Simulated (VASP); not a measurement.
# Si16O (a cell with a defect) in VASP: single point with PBE

Aim: the single point of Si16O (a cell with a defect) with PBE.

Program: VASP 6.6.1. These are calculated values, not measurements. Logs are shortened: lines on timing, memory, paths and dates and some standing lists are left out, and cuts for length are marked.

**1. The cell of the first run**

The cell holds a defect, 17 atoms: a = 7.679 Å, b = 7.679 Å, c = 7.679 Å, α = 60.00°, β = 60.00°, γ = 60.00°.

**2. Single point, PBE, collinear spin, ferromagnetic start**

File INCAR:

```
PREC = Accurate
ENCUT = 520
EDIFF = 1E-6
ISMEAR = -1
SIGMA = 0.02
LREAL = Auto
LASPH = T
NELM = 150
ALGO = Normal
ISIF = 2
LWAVE = F
LCHARG = F
ISPIN = 2
MAGMOM = 0 0 0 0 0 0 0 0 0 0 0 0 0 0 0 0 1
LORBIT = 11
GGA = PE
NBANDS = 53
```

File KPOINTS:

```
Automatic mesh
0
Gamma
  2 2 2
```

File POSCAR:

```
Si16O
1.0
    0.0000000000      5.4300000000      5.4300000000
    5.4300000000      0.0000000000      5.4300000000
    5.4300000000      5.4300000000      0.0000000000
Si O
16 1
Direct
   -0.0122831628      0.0062639300      0.0056816447
    0.1284377576      0.1282780286      0.1171160714
    0.0035636107     -0.0005111306      0.4918651818
    0.0778759683      0.1562985450      0.6322043173
    0.0188303637      0.5023642506     -0.0219445341
    0.1302977499      0.6302575795      0.1120874354
    0.0513222677      0.5124128139      0.4773489720
    0.1821338718      0.6246061474      0.6052529673
    0.5029787245      0.0060010670     -0.0131162138
    0.6123131597      0.1319131440      0.1258155135
    0.4494246748      0.0436776343      0.4988304631
    0.6277646670      0.1273213632      0.6119615292
    0.4997079604      0.5055900312     -0.0084046960
    0.6432389276      0.6318007710      0.0979547600
    0.5535108443      0.4987661631      0.4714448124
    0.5817900499      0.6724635096      0.6260485402
    0.8164304651      0.6937476523      0.5508098356
```

Potentials or basis: VASP PAW PBE potentials, release 64 (Si, O).

Started as:

```console
$ cat potpaw_PBE.64/Si/POTCAR potpaw_PBE.64/O/POTCAR > POTCAR
$ mpirun -np 1 vasp_std > vasp.out
```

OUTCAR:

```text
PREC = Accurate
   ENCUT = 520
   EDIFF = 1E-6
   ISMEAR = -1
   LREAL = Auto
   LASPH = T
   NELM = 150
   ISIF = 2
   ISPIN = 2
   LORBIT = 11
   GGA = PE

 ion  position               nearest neighbor table
   1  0.988  0.006  0.006-   2 2.35   4 2.35  10 2.35   6 2.36
   2  0.128  0.128  0.117-   5 2.35   9 2.35   1 2.35   3 2.35
   3  0.004  0.999  0.492-   2 2.35   4 2.35  12 2.36   8 2.38
   4  0.078  0.156  0.632-   7 2.32  11 2.33   3 2.35   1 2.35
   5  0.019  0.502  0.978-   6 2.34   2 2.35  14 2.36   8 2.36
   6  0.130  0.630  0.112-   7 2.32  13 2.32   5 2.34   1 2.36
   7  0.051  0.512  0.477-  17 1.66   6 2.32   4 2.32   8 2.33  16 2.94
   8  0.182  0.625  0.605-   7 2.33  15 2.33   5 2.36   3 2.38
   9  0.503  0.006  0.987-   2 2.35  10 2.35  14 2.35  12 2.35
  10  0.612  0.132  0.126-  13 2.34   9 2.35   1 2.35  11 2.36
  11  0.449  0.044  0.499-  16 2.33   4 2.33  10 2.36  12 2.38
  12  0.628  0.127  0.612-   9 2.35  15 2.35   3 2.36  11 2.38
  13  0.500  0.506  0.992-  16 2.32   6 2.32  10 2.34  14 2.36
  14  0.643  0.632  0.098-   9 2.35  15 2.35   5 2.36  13 2.36
  15  0.554  0.499  0.471-  16 2.32   8 2.33  12 2.35  14 2.35
  16  0.582  0.672  0.626-  17 1.66  13 2.32  15 2.32  11 2.33   7 2.94
  17  0.816  0.694  0.551-  16 1.66   7 1.66

  LATTYP: Found a face centered cubic cell.
 ALAT       =    10.8600000000

  Lattice vectors:

 A1 = (   0.0000000000,   5.4300000000,   5.4300000000)
 A2 = (   5.4300000000,   0.0000000000,   5.4300000000)
 A3 = (   5.4300000000,   5.4300000000,   0.0000000000)

Analysis of symmetry for initial positions (statically):
=====================================================================
 Subroutine PRICEL returns:
 Original cell was already a primitive cell.

 Routine SETGRP: Setting up the symmetry group for a
 face centered cubic supercell.

 Subroutine GETGRP returns: Found  1 space group operations
 (whereof  1 operations were pure point group operations)
 out of a pool of 48 trial point group operations.

The static configuration has the point symmetry C_1 .

Analysis of symmetry for dynamics (positions and initial velocities):
=====================================================================
 Subroutine PRICEL returns:
 Original cell was already a primitive cell.

 Routine SETGRP: Setting up the symmetry group for a
 face centered cubic supercell.

 Subroutine GETGRP returns: Found  1 space group operations
 (whereof  1 operations were pure point group operations)
 out of a pool of 48 trial point group operations.

The dynamic configuration has the point symmetry C_1 .

Analysis of structural, dynamic, and magnetic symmetry:
=====================================================================
 Subroutine PRICEL returns:
 Original cell was already a primitive cell.

 Routine SETGRP: Setting up the symmetry group for a
 face centered cubic supercell.

 Subroutine GETGRP returns: Found  1 space group operations
 (whereof  1 operations were pure point group operations)
 out of a pool of 48 trial point group operations.

The overall configuration has the point symmetry C_1 .

 Subroutine INISYM returns: Found  1 space group operations
 (whereof  1 operations are pure point group operations),
 and found     1 'primitive' translations

----------------------------------------------------------------------------------------

                                     Primitive cell

  volume of cell :     320.2060

  direct lattice vectors                    reciprocal lattice vectors
     0.000000000  5.430000000  5.430000000    -0.092081031  0.092081031  0.092081031
     5.430000000  0.000000000  5.430000000     0.092081031 -0.092081031  0.092081031
     5.430000000  5.430000000  0.000000000     0.092081031  0.092081031 -0.092081031

  length of vectors
     7.679179644  7.679179644  7.679179644     0.159489025  0.159489025  0.159489025

  position of ions in fractional coordinates (direct lattice)
     0.987716837  0.006263930  0.005681645
     0.128437758  0.128278029  0.117116071
     0.003563611  0.999488869  0.491865182
     0.077875968  0.156298545  0.632204317
     0.018830364  0.502364251  0.978055466
     0.130297750  0.630257579  0.112087435
[... 9 lines left out ...]
     0.581790050  0.672463510  0.626048540
     0.816430465  0.693747652  0.550809836

  ion indices of the primitive-cell ions
   primitive index   ion index
                 1           1
                 2           2
[... 55 lines left out ...]
   dimension x,y,z NGX =    60 NGY =   60 NGZ =   60
   dimension x,y,z NGXF=   120 NGYF=  120 NGZF=  120
   ions per type =              16   1
   NGX,Y,Z   is equivalent  to a cutoff of  12.99, 12.99, 12.99 a.u.
   NGXF,Y,Z  is equivalent  to a cutoff of  25.98, 25.98, 25.98 a.u.
 SYSTEM =  unknown system
   PREC   = accura    normal or accurate (medium, high low for compatibility)
   ISTART =      0    job   : 0-new  1-cont  2-samecut
   ICHARG =      2    charge: 1-file 2-atom 10-const
   ISPIN  =      2    spin polarized calculation?
   LNONCOLLINEAR =      F non collinear calculations
   LSORBIT =      F    spin-orbit coupling
   LASPH  =      T    aspherical Exc in radial PAW
   ENCUT  =  520.0 eV  38.22 Ry    6.18 a.u.  14.28 14.28 14.28*2*pi/ulx,y,z
   NELM   =    150;   NELMIN=  2; NELMDL= -5     # of ELM steps
   EDIFF  = 0.1E-05   stopping-criterion for ELM
   LREAL  =      T    real-space projection
   EDIFFG = 0.1E-04   stopping-criterion for IOM
   NSW    =      0    number of steps for IOM
[... 5 lines left out ...]
   TEBEG  =    0.0;   TEEND  =   0.0 temperature during run
   PSTRESS=    0.0 pullay stress
   NELECT =      70.0000    total number of electrons
   NUPDOWN=      -1.0000    fix difference up-down
   EMIN   =  10.00;   EMAX   =-10.00  energy-range for DOS
   EFERMI =   0.00;   METHOD = LEGACY
   ISMEAR =    -1;   SIGMA  =   0.02  broadening in eV -4-tet -1-fermi 0-gaus
   EFERMI_NEDOS =   21; number of points for ismear=-14 and -15
   IALGO  =     38    algorithm
   IMIX   =      4    mixing-type and parameters
     AMIX     =   0.40;   BMIX     =  1.00
     AMIX_MAG =   1.60;   BMIX_MAG =  1.00
  volume/ion in A,a.u.               =      18.84       127.11
  Fermi-wavevector in a.u.,A,eV,Ry     =   0.986199  1.863645 13.232857  0.972588
  Thomas-Fermi vector in A             =   2.117562
   LORBIT       =     11    0 simple, 1 ext, 2 COOP (PROOUT), +10 PAW based schemes
   GGA     = PE    functional components
   LHFCALC =     F    Hartree Fock is set to
   AEXX    =    0.0000 exact exchange contribution
   IVDW    =     0    specifies the selected vdW correction
   LEPSILON=     F    determine dielectric tensor
   LRPA    =     F    only Hartree local field effects (RPA)
 spin polarized calculation
  energy-cutoff  :      520.00
  volume of cell :      320.21
 maximum number of plane-waves:      8646
 NGX is ok and might be reduce to    60
   NGX = 29   NGY = 29   NGZ = 29

 number of electron      69.9999998 magnetization      -0.0000928

 number of electron      69.9999998 magnetization       0.0000402

 Free energy of the ion-electron system (eV)
  ---------------------------------------------------
  ext. energy  EPLUGINS =         0.00000000
  ---------------------------------------------------
  free energy    TOTEN  =       -92.69562959 eV

  energy without entropy =      -92.69562897  energy(sigma->0) =      -92.69562928

 E-fermi :   6.1265     XC(G=0):  -9.5324

 val. band max:        5.8783129764   @ k =   0.0000   0.0000   0.0000
 cond. band min:       6.3725064261   @ k =   0.0000   0.0000   0.0000
 fundamental gap:      0.4941934497
 Fermi energy:         6.1265138796

 spin component 1

 k-point     1 :       0.0000    0.0000    0.0000
  band No.  band energies     occupation
      1     -14.4438      1.00000
      2      -5.8121      1.00000
      3      -4.3871      1.00000
      4      -3.6912      1.00000
      5      -3.6663      1.00000
      6      -3.3246      1.00000
[... 389 lines left out ...]
     46      10.3412      0.00000
     47      10.4289      0.00000
 Fermi energy:         6.1265138796

 spin component 2

 k-point     1 :       0.0000    0.0000    0.0000
  band No.  band energies     occupation
      1     -14.4438      1.00000
      2      -5.8121      1.00000
      3      -4.3871      1.00000
      4      -3.6912      1.00000
      5      -3.6663      1.00000
      6      -3.3246      1.00000
[... 389 lines left out ...]
     46      10.3412      0.00000
     47      10.4289      0.00000
 [bands above 47 left out]

------------------------ aborting loop because EDIFF is reached ----------------------------------------

  FORCE on cell =-STRESS in cart. coord.  units (eV):
  Direction    XX          YY          ZZ          XY          YZ          ZX
  --------------------------------------------------------------------------------------
  -------------------------------------------------------------------------------------
  Total        8.5135036      9.0602240      8.4627792     -2.2737595      2.3064732     -3.0454533
  in kB       42.5980210     45.3335816     42.3442172    -11.3769443     11.5406299    -15.2381778
  external PRESSURE =      43.4252732 kB  Pullay stress =       0.0000000 kB

 VOLUME and BASIS-vectors are now :
 -----------------------------------------------------------------------------
  energy-cutoff  :      520.00
  volume of cell :      320.21
      direct lattice vectors                 reciprocal lattice vectors
     0.000000000  5.430000000  5.430000000    -0.092081031  0.092081031  0.092081031
     5.430000000  0.000000000  5.430000000     0.092081031 -0.092081031  0.092081031
     5.430000000  5.430000000  0.000000000     0.092081031  0.092081031 -0.092081031

 POSITION                                       TOTAL-FORCE (eV/Angst)
 -----------------------------------------------------------------------------------
      0.06486      5.39415      5.39732         0.001279      0.008956     -0.011608
      1.33249      1.33336      1.39397        -0.008340     -0.000699      0.003486
      8.09805      2.69018      5.44657         0.017370     -0.000067      0.001356
      4.28157      3.85574      1.27157        -0.000732      0.004748      0.009147
      8.03868      5.41309      2.83009         0.009309      0.003972     -0.011408
      4.03093      1.31615      4.12982        -0.015163      0.020579      0.014756
[... 9 lines left out ...]
      7.05092      6.55856      6.81060         0.030344     -0.055673     -0.046122
      6.75795      7.42411      8.20027         0.054967      0.000818      0.013051
 -----------------------------------------------------------------------------------
    total drift:                               -0.002217     -0.002687      0.005248

  FREE ENERGIE OF THE ION-ELECTRON SYSTEM (eV)
  ---------------------------------------------------
  free  energy   TOTEN  =       -92.6956295888 eV

  energy  without entropy=      -92.6956289739  energy(sigma->0) =      -92.69562928

 total charge

# of ion       s       p       d       tot
------------------------------------------
    1        0.740   0.949   0.000   1.689
    2        0.738   0.961   0.000   1.699
    3        0.744   0.937   0.000   1.681
    4        0.745   0.969   0.000   1.714
    5        0.739   0.954   0.000   1.693
    6        0.744   0.977   0.000   1.722
[... 9 lines left out ...]
   16        0.742   0.945   0.000   1.687
   17        1.576   3.599   0.000   5.175
--------------------------------------------------
tot         13.461  18.893   0.000  32.354

 magnetization (x)

# of ion       s       p       d       tot
------------------------------------------
    1       -0.000  -0.000   0.000  -0.000
    2        0.000   0.000   0.000   0.000
    3        0.000  -0.000   0.000  -0.000
    4       -0.000  -0.000   0.000  -0.000
    5       -0.000  -0.000   0.000  -0.000
    6       -0.000  -0.000   0.000  -0.000
[... 9 lines left out ...]
   16        0.000   0.000   0.000   0.000
   17       -0.000  -0.000   0.000  -0.000
--------------------------------------------------
tot         -0.000  -0.000   0.000  -0.000
```

Wall time 6 min (1 thread of Intel Xeon 6975P-C (Granite Rapids), shared host); peak memory 0.71 GiB.

Results:

```yaml
Free_energy: -92.6956 eV
Pressure: 4.3 GPa
Largest_force: 0.078 eV/Å
Band_gap_on_the_k_mesh: 0.49 eV
Net_moment: 0.00 μB per cell
Valence_electrons_inside_the_program's_atomic_spheres: Si 1.69, 1.70, 1.68, 1.71, 1.72 (each value once); O 5.17
```

Forces in eV/Å, atoms in the order of the input:
```
Si   0.001  0.009 -0.012
Si  -0.008 -0.001  0.003
Si   0.017  0.000  0.001
Si  -0.001  0.005  0.009
Si   0.009  0.004 -0.011
Si  -0.015  0.021  0.015
Si  -0.064  0.013  0.007
Si  -0.008 -0.003  0.002
Si   0.001 -0.003  0.004
Si   0.004 -0.019 -0.002
Si  -0.005  0.014 -0.006
Si   0.003 -0.002  0.003
Si  -0.013  0.015  0.008
Si  -0.007 -0.006  0.004
Si   0.001  0.008  0.006
Si   0.030 -0.056 -0.046
O    0.055  0.001  0.013
```

Stress tensor (GPa, compression positive):
```
 4.26 -1.14 -1.52
-1.14  4.53  1.15
-1.52  1.15  4.23
```

Levels at points of the mesh, in eV from the valence-band top:
Spin up:
```tsv
k point	band 32	band 33	band 34	band 35	band 36	band 37	band 38	band 39
(0.00, 0.00, 0.00)	-0.92	-0.32	-0.06	0.00	0.49	0.79	0.82	0.99
(0.50, 0.00, 0.00)	-0.74	-0.66	-0.66	-0.06	1.16	1.47	1.55	1.57
(0.00, 0.50, 0.00)	-1.21	-0.79	-0.61	-0.54	1.32	1.43	1.59	1.71
(0.00, 0.00, 0.50)	-1.22	-0.75	-0.62	-0.55	1.21	1.48	1.62	1.67
(0.50, 0.50, 0.50)	-1.21	-0.79	-0.61	-0.54	1.32	1.43	1.60	1.72
(0.50, 0.50, 0.00)	-1.42	-1.26	-1.18	-0.49	1.28	1.48	2.34	2.40
(0.00, 0.50, 0.50)	-1.43	-1.26	-1.18	-0.49	1.28	1.48	2.33	2.41
(0.50, 0.00, 0.50)	-1.36	-1.33	-1.02	-0.93	1.42	1.48	2.31	2.41
```
Spin down:
| k point | band 31 | band 32 | band 33 | band 34 | band 35 | band 36 | band 37 | band 38 | band 39 | band 40 |
| --- | --- | --- | --- | --- | --- | --- | --- | --- | --- | --- |
| (0.00, 0.00, 0.00) | -0.96 | -0.92 | -0.32 | -0.06 | 0.00 | 0.49 | 0.79 | 0.82 | 0.99 | 1.19 |
| (0.50, 0.00, 0.00) | -1.41 | -0.74 | -0.66 | -0.66 | -0.06 | 1.16 | 1.47 | 1.55 | 1.57 | 1.72 |
| (0.00, 0.50, 0.00) | -1.44 | -1.21 | -0.79 | -0.61 | -0.54 | 1.32 | 1.43 | 1.59 | 1.71 | 1.80 |
| (0.00, 0.00, 0.50) | -1.46 | -1.22 | -0.75 | -0.62 | -0.55 | 1.21 | 1.48 | 1.62 | 1.67 | 1.73 |
| (0.50, 0.50, 0.50) | -1.44 | -1.21 | -0.79 | -0.61 | -0.54 | 1.32 | 1.43 | 1.60 | 1.72 | 1.80 |
| (0.50, 0.50, 0.00) | -1.50 | -1.42 | -1.26 | -1.18 | -0.49 | 1.28 | 1.48 | 2.34 | 2.40 | 2.51 |
| (0.00, 0.50, 0.50) | -1.50 | -1.43 | -1.26 | -1.18 | -0.49 | 1.28 | 1.48 | 2.33 | 2.41 | 2.51 |
| (0.50, 0.00, 0.50) | -1.44 | -1.36 | -1.33 | -1.02 | -0.93 | 1.42 | 1.48 | 2.31 | 2.41 | 2.55 |

Caveat: the k points lie up to 0.50 Å⁻¹ apart.
